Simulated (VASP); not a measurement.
Set up this calculation in VASP 6.6.1, as the native input.

- Task: relaxation of cell and atoms
- Functional: PBE
- Potentials or basis: VASP PAW PBE potentials, release 64 (Sr_sv)
- Cutoff: 600 eV
- k mesh: 8 × 8 × 8
- Occupations: fermi-dirac, width 0.05 eV
- Spin: no spin polarisation
- Target pressure: 30 GPa
- Dipole correction: no
- Further INCAR settings: ALGO = Normal; EDIFF = 1e-06; IBRION = 2; EDIFFG = -0.01; NSW = 60; ISIF = 3

The structure of Sr lies in POSCAR:

```
Sr
1.0
    0.0000000000      3.0423500000      3.0423500000
    3.0423500000      0.0000000000      3.0423500000
    3.0423500000      3.0423500000      0.0000000000
Sr
1
Direct
    0.0000000000      0.0000000000      0.0000000000
```

The input as run:

INCAR

```
ALGO = Normal
EDIFF = 1E-6
EDIFFG = -0.01
ENCUT = 600
GGA = PE
IBRION = 2
ISIF = 3
ISMEAR = -1
LASPH = True
LCHARG = False
LREAL = False
LWAVE = False
NELM = 100
NSW = 60
PREC = Accurate
PSTRESS = 300.0
SIGMA = 0.05
```

KPOINTS

```
k-points
0
Gamma
  8 8 8
```

Potentials or basis: VASP PAW PBE potentials, release 64 (Sr_sv).

Command:

```console
$ cat potpaw_PBE.64/Sr_sv/POTCAR > POTCAR
$ mpirun -np 1 vasp_std > vasp.out
```

It gave:

```yaml
Relaxed_volume: 24.58 Å³/atom
Relaxed_cell: a = 3.263 Å, b = 3.263 Å, c = 3.263 Å, α = 60.00°, β = 60.00°, γ = 60.00°
Space_group_after_relaxing_to_0.1_Å: Fm-3m (No. 225)
Energy_change_on_relaxing_the_run_minimises_the_enthalpy: +1711.0 meV/atom
Ionic_steps: 9
Pressure_after_relaxing: 30.0 GPa
Band_gap_on_the_k_mesh: zero (bands 5 and 6 overlap by 1.03 eV)
```

Caveat: the cell is relaxed towards a set pressure, so the run minimises the enthalpy, not the energy; the volume moved by over 15 % at a fixed basis, so the end points are rough.

It took 95 s on 1 thread of Intel(R) Xeon(R) Platinum 8488C (Sapphire Rapids), on a shared host, peak memory 0.29 GiB.
